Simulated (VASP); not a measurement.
# Si (a cell with a defect) in VASP: single point with PBE+D3(BJ)

Aim: the single point of Si (a cell with a defect) with PBE+D3(BJ).

Program: VASP 6.6.1. These are calculated values, not measurements. Logs are shortened: lines on timing, memory, paths and dates and some standing lists are left out, and cuts for length are marked.

## Step 1: The cell of the first run

The cell holds a defect, 63 atoms: a = 10.860 Å, b = 10.860 Å, c = 10.860 Å, α = 90.00°, β = 90.00°, γ = 90.00°.

## Step 2: Single point, PBE+D3(BJ)

The input, INCAR:

```
SYSTEM = Si
PREC = Accurate ; ENCUT = 520
EDIFF = 1E-6 ; ISMEAR = 0
SIGMA = 0.02 ; LREAL = Auto
LASPH = .True. ; NELM = 100
ALGO = Normal ; ISIF = 2
LWAVE = .False. ; LCHARG = .True.
GGA = PE ; IVDW = 12
LELF = .True. ; LVHAR = .True.
NBANDS = 163
```

The input, KPOINTS:

```
Automatic mesh
0
Gamma
  1 1 1
  0 0 0
```

The input, POSCAR:

```
Si
1.0
   10.8600000000      0.0000000000      0.0000000000
    0.0000000000     10.8600000000      0.0000000000
    0.0000000000      0.0000000000     10.8600000000
Si
63
Direct
    0.4999507366      0.0003567219      0.0005766114
    0.6223151934      0.1257905157      0.1274317680
    0.7479941068      0.2492305709      0.0011216390
    0.8749622468      0.3739321363      0.1244055249
    0.7497897790      0.0006601289      0.2495492634
    0.8770961326      0.1266623389      0.3748474217
   -0.0006133517     -0.0017990792     -0.0021836096
    0.1220364641      0.1264740331      0.1258394107
    0.2489662983      0.2501000921      0.0011149171
    0.3706692449      0.3773685083      0.1272278085
    0.5010716390      0.5009719153      0.0002728361
    0.6273592081      0.6242881215      0.1254848987
    0.7512070902      0.7492487109     -0.0016937385
    0.8743087477      0.8747838858      0.1247641805
    0.2473002762      0.0037381215      0.2527703499
    0.3623700737      0.1377890424      0.3778693370
    0.4959804788      0.2523129834      0.2517406077
    0.6248981584      0.3747699816      0.3753701657
    0.7523752302      0.4993489871      0.2517122468
    0.8900729282      0.6109361878      0.3762907919
    0.4952596685      0.0052186004      0.4981898711
    0.6261137201      0.1229249540      0.6237269797
    0.7512364641      0.2493381215      0.4992637201
    0.8857716390      0.3725608656      0.6158370166
    0.7507832413     -0.0029458564      0.7488796501
    0.8719095764      0.1234815838      0.8765789134
   -0.0006905157      0.5002025783     -0.0009023941
    0.1240304788      0.6256227440      0.1244220994
    0.2500142726      0.7524704420      0.0008821363
    0.3731607735      0.8782615101      0.1269666667
    0.0017070902      0.2556435543      0.2516697974
    0.0473352670      0.4569095764      0.4766065378
    0.2435526703      0.5012139042      0.2529680479
    0.3734529466      0.6237590239      0.3761866483
    0.4989371087      0.7492956722      0.2471150092
    0.6240127072      0.8736737569      0.3748622468
    0.0007033149      0.0008379374      0.4999915285
    0.1241728361      0.1247339779      0.6277560773
    0.2303456722      0.2716080110      0.5056538674
    0.3766453039      0.3760958564      0.6287873849
    0.5000583794      0.4998267956      0.5004345304
    0.6272348987      0.6243327808      0.6233916206
    0.7555906998      0.7441368324      0.4972400552
    0.8763775322      0.8721215470      0.6222205341
    0.2511391344     -0.0009330571      0.7509530387
    0.3744662983      0.1248208103      0.8766614180
    0.5012140884      0.2463295580      0.7495122468
    0.6262696133      0.3734965930      0.8729905157
    0.7550909761      0.4981722836      0.7439450276
    0.8757499079      0.6237309392      0.8718830571
   -0.0006246777      0.7495516575      0.2504282689
    0.1248431860      0.8744613260      0.3757975138
    0.1311210866      0.6113309392      0.6152621547
    0.2513823204      0.7500342541      0.5004765193
    0.3758248619      0.8764240331      0.6246386740
   -0.0019395948      0.2479536832      0.7522669429
    0.1249149171      0.3747177716      0.8752431860
    0.2540235727      0.5014088398      0.7547739411
    0.3769204420      0.6286405157      0.8782302026
    0.5015302947      0.7503323204      0.7485697974
    0.6249090239      0.8743517495      0.8753986188
    0.0017034070      0.7405313996      0.7398932781
    0.1231835175      0.8698335175      0.8704978821
```

Potentials or basis: VASP PAW PBE potentials, release 64 (Si).

Started as:

```sh
$ cat potpaw_PBE.64/Si/POTCAR > POTCAR
$ mpirun -np 1 vasp_gam > vasp.out
```

OUTCAR:

```text
SYSTEM = Si
   PREC = Accurate
   ENCUT = 520
   EDIFF = 1E-6
   ISMEAR = 0
   LREAL = Auto
   LASPH = .True.
   NELM = 100
   ISIF = 2
   GGA = PE
   IVDW = 12
 IVDW          = 12

 ion  position               nearest neighbor table
   1  0.500  0.000  0.001-  46 2.34   2 2.35  30 2.35  61 2.36
   2  0.622  0.126  0.127-   1 2.35   5 2.35   3 2.35  17 2.36
   3  0.748  0.249  0.001-  48 2.35  26 2.35   4 2.35   2 2.35
   4  0.875  0.374  0.124-  31 2.34   3 2.35  19 2.35  27 2.36
   5  0.750  0.001  0.250-   2 2.35  14 2.35  36 2.37   6 2.37
   6  0.877  0.127  0.375-  23 2.34  37 2.35  31 2.36   5 2.37
[... 22 lines left out ...]
  29  0.250  0.752  0.001-  59 2.34  63 2.35  30 2.35  28 2.36
  30  0.373  0.878  0.127-  29 2.35  35 2.35   1 2.35  15 2.36
  31  0.002  0.256  0.252-   4 2.34   8 2.35   6 2.36
  32  0.047  0.457  0.477-  53 2.43  24 2.49  20 2.63  39 2.85
  33  0.244  0.501  0.253-  28 2.34  34 2.36  10 2.36
  34  0.373  0.624  0.376-  54 2.34  41 2.35  33 2.36  35 2.38
  35  0.499  0.749  0.247-  30 2.35  12 2.35  36 2.37  34 2.38
  36  0.624  0.874  0.375-  35 2.37   5 2.37  43 2.41  21 2.41
  37  0.001  0.001  0.500-   6 2.35  52 2.35  38 2.35  44 2.35
  38  0.124  0.125  0.628-  56 2.34  37 2.35  45 2.36  39 2.37
  39  0.230  0.272  0.506-  40 2.37  38 2.37  16 2.47  32 2.85
[... 22 lines left out ...]
  62  0.002  0.741  0.740-  44 2.35  50 2.35  63 2.39  53 2.40
  63  0.123  0.870  0.870-  29 2.35  45 2.36   7 2.38  62 2.39

  LATTYP: Found a simple cubic cell.
 ALAT       =    10.8600000000

  Lattice vectors:

 A1 = (  10.8600000000,   0.0000000000,   0.0000000000)
 A2 = (   0.0000000000,  10.8600000000,   0.0000000000)
 A3 = (   0.0000000000,   0.0000000000,  10.8600000000)

Analysis of symmetry for initial positions (statically):
=====================================================================
 Subroutine PRICEL returns:
 Original cell was already a primitive cell.

 Routine SETGRP: Setting up the symmetry group for a
 simple cubic supercell.

 Subroutine GETGRP returns: Found  1 space group operations
 (whereof  1 operations were pure point group operations)
 out of a pool of 48 trial point group operations.

The static configuration has the point symmetry C_1 .

Analysis of symmetry for dynamics (positions and initial velocities):
=====================================================================
 Subroutine PRICEL returns:
 Original cell was already a primitive cell.

 Routine SETGRP: Setting up the symmetry group for a
 simple cubic supercell.

 Subroutine GETGRP returns: Found  1 space group operations
 (whereof  1 operations were pure point group operations)
 out of a pool of 48 trial point group operations.

The dynamic configuration has the point symmetry C_1 .

 Subroutine INISYM returns: Found  1 space group operations
 (whereof  1 operations are pure point group operations),
 and found     1 'primitive' translations

----------------------------------------------------------------------------------------

                                     Primitive cell

  volume of cell :    1280.8241

  direct lattice vectors                    reciprocal lattice vectors
    10.860000000  0.000000000  0.000000000     0.092081031  0.000000000  0.000000000
     0.000000000 10.860000000  0.000000000     0.000000000  0.092081031  0.000000000
     0.000000000  0.000000000 10.860000000     0.000000000  0.000000000  0.092081031

  length of vectors
    10.860000000 10.860000000 10.860000000     0.092081031  0.092081031  0.092081031

  position of ions in fractional coordinates (direct lattice)
     0.499950737  0.000356722  0.000576611
     0.622315193  0.125790516  0.127431768
     0.747994107  0.249230571  0.001121639
     0.874962247  0.373932136  0.124405525
     0.749789779  0.000660129  0.249549263
     0.877096133  0.126662339  0.374847422
[... 55 lines left out ...]
     0.001703407  0.740531400  0.739893278
     0.123183518  0.869833517  0.870497882

  ion indices of the primitive-cell ions
   primitive index   ion index
                 1           1
                 2           2
                 3           3
                 4           4
                 5           5
                 6           6
[... 55 lines left out ...]
                62          62
                63          63

----------------------------------------------------------------------------------------

 KPOINTS: Automatic mesh

Automatic generation of k-mesh.
 Grid dimensions read from file:
 generate k-points for:    1    1    1

 Generating k-lattice:

  Cartesian coordinates                     Fractional coordinates (reciprocal lattice)
     0.092081031  0.000000000  0.000000000     1.000000000  0.000000000  0.000000000
     0.000000000  0.092081031  0.000000000     0.000000000  1.000000000  0.000000000
     0.000000000  0.000000000  0.092081031     0.000000000  0.000000000  1.000000000

  Length of vectors
     0.092081031  0.092081031  0.092081031

  Shift w.r.t. Gamma in fractional coordinates (k-lattice)
     0.000000000  0.000000000  0.000000000

 Subroutine IBZKPT returns following result:
 ===========================================

 Found      1 irreducible k-points:

 Following reciprocal coordinates:
            Coordinates               Weight
  0.000000  0.000000  0.000000      1.000000
   k-points           NKPTS =      1   k-points in BZ     NKDIM =      1   number of bands    NBANDS=    163
   number of dos      NEDOS =    301   number of ions     NIONS =     63
   total plane-waves  NPLWV = 592704
   dimension x,y,z NGX =    84 NGY =   84 NGZ =   84
   dimension x,y,z NGXF=   168 NGYF=  168 NGZF=  168
   ions per type =              63
   NGX,Y,Z   is equivalent  to a cutoff of  12.86, 12.86, 12.86 a.u.
   NGXF,Y,Z  is equivalent  to a cutoff of  25.72, 25.72, 25.72 a.u.
 SYSTEM =  Si
   PREC   = accura    normal or accurate (medium, high low for compatibility)
   ISTART =      0    job   : 0-new  1-cont  2-samecut
   ICHARG =      2    charge: 1-file 2-atom 10-const
   ISPIN  =      1    spin polarized calculation?
   LNONCOLLINEAR =      F non collinear calculations
   LSORBIT =      F    spin-orbit coupling
   LASPH  =      T    aspherical Exc in radial PAW
   ENCUT  =  520.0 eV  38.22 Ry    6.18 a.u.  20.19 20.19 20.19*2*pi/ulx,y,z
   NELM   =    100;   NELMIN=  2; NELMDL= -5     # of ELM steps
   EDIFF  = 0.1E-05   stopping-criterion for ELM
   LREAL  =      T    real-space projection
   EDIFFG = 0.1E-04   stopping-criterion for IOM
   NSW    =      0    number of steps for IOM
[... 5 lines left out ...]
   TEBEG  =    0.0;   TEEND  =   0.0 temperature during run
   PSTRESS=    0.0 pullay stress
   NELECT =     252.0000    total number of electrons
   NUPDOWN=      -1.0000    fix difference up-down
   EMIN   =  10.00;   EMAX   =-10.00  energy-range for DOS
   EFERMI =   0.00;   METHOD = LEGACY
   ISMEAR =     0;   SIGMA  =   0.02  broadening in eV -4-tet -1-fermi 0-gaus
   EFERMI_NEDOS =   21; number of points for ismear=-14 and -15
   IALGO  =     38    algorithm
   IMIX   =      4    mixing-type and parameters
     AMIX     =   0.40;   BMIX     =  1.00
     AMIX_MAG =   1.60;   BMIX_MAG =  1.00
  volume/ion in A,a.u.               =      20.33       137.20
  Fermi-wavevector in a.u.,A,eV,Ry     =   0.952164  1.799329 12.335269  0.906617
  Thomas-Fermi vector in A             =   2.080702
   LORBIT       =      0    0 simple, 1 ext, 2 COOP (PROOUT), +10 PAW based schemes
   GGA     = PE    functional components
   LHFCALC =     F    Hartree Fock is set to
   AEXX    =    0.0000 exact exchange contribution
   IVDW    =    12    specifies the selected vdW correction
   LEPSILON=     F    determine dielectric tensor
   LRPA    =     F    only Hartree local field effects (RPA)
 non-spin polarized calculation
 Gauss-broadening in eV      SIGMA  =   0.02
  energy-cutoff  :      520.00
  volume of cell :     1280.82
 maximum number of plane-waves:     17229
 NGX is ok and might be reduce to    84
   NGX = 41   NGY = 41   NGZ = 41

 number of electron     251.9999993 magnetization

 Free energy of the ion-electron system (eV)
  ---------------------------------------------------
  ext. energy  EPLUGINS =         0.00000000
  ---------------------------------------------------
  free energy    TOTEN  =      -331.87066196 eV

  energy without entropy =     -331.87065672  energy(sigma->0) =     -331.87065934

 E-fermi :   6.1945     XC(G=0):  -9.3421

 val. band max:        6.1366443643   @ k =   0.0000   0.0000   0.0000
 cond. band min:       6.2523533743   @ k =   0.0000   0.0000   0.0000
 fundamental gap:      0.1157090101
 Fermi energy:         6.1944988710

 k-point     1 :       0.0000    0.0000    0.0000
  band No.  band energies     occupation
      1      -6.1795      2.00000
      2      -5.1423      2.00000
      3      -5.1294      2.00000
      4      -5.1205      2.00000
      5      -5.1141      2.00000
      6      -5.0809      2.00000
[... 130 lines left out ...]
    137       6.9140      0.00000
    138       6.9368      0.00000
 [bands above 138 left out]

------------------------ aborting loop because EDIFF is reached ----------------------------------------

 Edisp (eV)  -19.92749

 E6    (eV) :   -11.6678

 E8    (eV) :    -8.2597

  FORCE on cell =-STRESS in cart. coord.  units (eV):
  Direction    XX          YY          ZZ          XY          YZ          ZX
  --------------------------------------------------------------------------------------
  -------------------------------------------------------------------------------------
  Total     -10.06224    -9.60073    -0.63702     4.24327    -1.74061     4.20708
  in kB     -12.58681   -12.00952    -0.79685     5.30788    -2.17732     5.26261
  external pressure =       -8.46 kB  Pullay stress =        0.00 kB

 VOLUME and BASIS-vectors are now :
 -----------------------------------------------------------------------------
  energy-cutoff  :      520.00
  volume of cell :     1280.82
      direct lattice vectors                 reciprocal lattice vectors
    10.860000000  0.000000000  0.000000000     0.092081031  0.000000000  0.000000000
     0.000000000 10.860000000  0.000000000     0.000000000  0.092081031  0.000000000
     0.000000000  0.000000000 10.860000000     0.000000000  0.000000000  0.092081031

 POSITION                                       TOTAL-FORCE (eV/Angst)
 -----------------------------------------------------------------------------------
      5.42946      0.00387      0.00626        -0.007378     -0.006522      0.007091
      6.75834      1.36609      1.38391         0.004429      0.002206      0.000888
      8.12322      2.70664      0.01218        -0.009505     -0.016758     -0.012595
      9.50209      4.06090      1.35104        -0.004081      0.000194     -0.025713
      8.14272      0.00717      2.71011         0.023683      0.018318     -0.009344
      9.52526      1.37555      4.07084         0.036314      0.040157      0.013854
[... 55 lines left out ...]
      0.01850      8.04217      8.03524        -0.021671      0.055110      0.050420
      1.33777      9.44639      9.45361         0.031307      0.025837      0.016546
 -----------------------------------------------------------------------------------
    total drift:                                0.003394     -0.000550     -0.001702

  FREE ENERGIE OF THE ION-ELECTRON SYSTEM (eV)
  ---------------------------------------------------
  free  energy   TOTEN  =      -351.7981484257 eV

  energy  without entropy=     -351.7981431852  energy(sigma->0) =     -351.79814581
```

It took 15 min on 1 thread of Intel Xeon 8259CL, shared host; peak memory 0.98 GiB.

Results:

```
Free energy                : -351.7981 eV
Pressure                   : -0.8 GPa
Largest force              : 0.575 eV/Å
Dispersion energy per atom : -0.316 eV
```

Forces on the atoms (eV/Å):
```
Si  -0.007 -0.007  0.007
Si   0.004  0.002  0.001
Si  -0.010 -0.017 -0.013
Si  -0.004  0.000 -0.026
Si   0.024  0.018 -0.009
Si   0.036  0.040  0.014
Si  -0.028 -0.029  0.002
Si   0.028 -0.027 -0.044
Si   0.014 -0.006 -0.020
Si   0.038  0.001 -0.042
Si   0.017 -0.012 -0.015
Si   0.007 -0.007  0.011
Si  -0.010 -0.006  0.008
Si   0.016 -0.021  0.016
Si   0.002 -0.003 -0.004
Si   0.010 -0.002 -0.017
Si   0.004  0.008  0.005
Si   0.015 -0.002  0.002
Si   0.014 -0.014 -0.001
Si   0.057 -0.051 -0.015
Si   0.004 -0.015 -0.004
Si   0.003  0.011 -0.019
Si   0.012  0.006  0.017
Si   0.045  0.008 -0.001
Si  -0.007  0.005 -0.007
Si   0.009 -0.008  0.008
Si  -0.006  0.003 -0.014
Si   0.022 -0.009 -0.021
Si   0.007 -0.006 -0.006
Si   0.012 -0.013  0.005
Si   0.003 -0.052 -0.114
Si  -0.416  0.231  0.322
Si   0.053 -0.038 -0.110
Si  -0.030 -0.044 -0.005
Si  -0.013 -0.023  0.016
Si   0.037 -0.008  0.000
Si   0.000 -0.003 -0.002
Si  -0.011 -0.002  0.012
Si  -0.039  0.004 -0.019
Si  -0.016  0.006 -0.006
Si  -0.007 -0.009 -0.002
Si   0.008 -0.010 -0.008
Si   0.031 -0.035  0.007
Si  -0.008  0.007  0.002
Si   0.012  0.000 -0.018
Si   0.019 -0.003 -0.008
Si  -0.002 -0.002 -0.009
Si   0.025  0.013 -0.027
Si   0.018 -0.003 -0.015
Si  -0.005  0.008  0.002
Si   0.010 -0.030  0.012
Si   0.004  0.001 -0.003
Si  -0.013  0.106  0.102
Si  -0.010 -0.018 -0.010
Si   0.006 -0.015 -0.020
Si  -0.034 -0.017  0.026
Si   0.000 -0.006 -0.007
Si   0.001  0.011  0.005
Si   0.021 -0.003 -0.004
Si   0.005 -0.004 -0.004
Si   0.010  0.009 -0.002
Si  -0.022  0.055  0.050
Si   0.031  0.026  0.017
```

Caveat: the k points lie up to 0.58 Å⁻¹ apart.
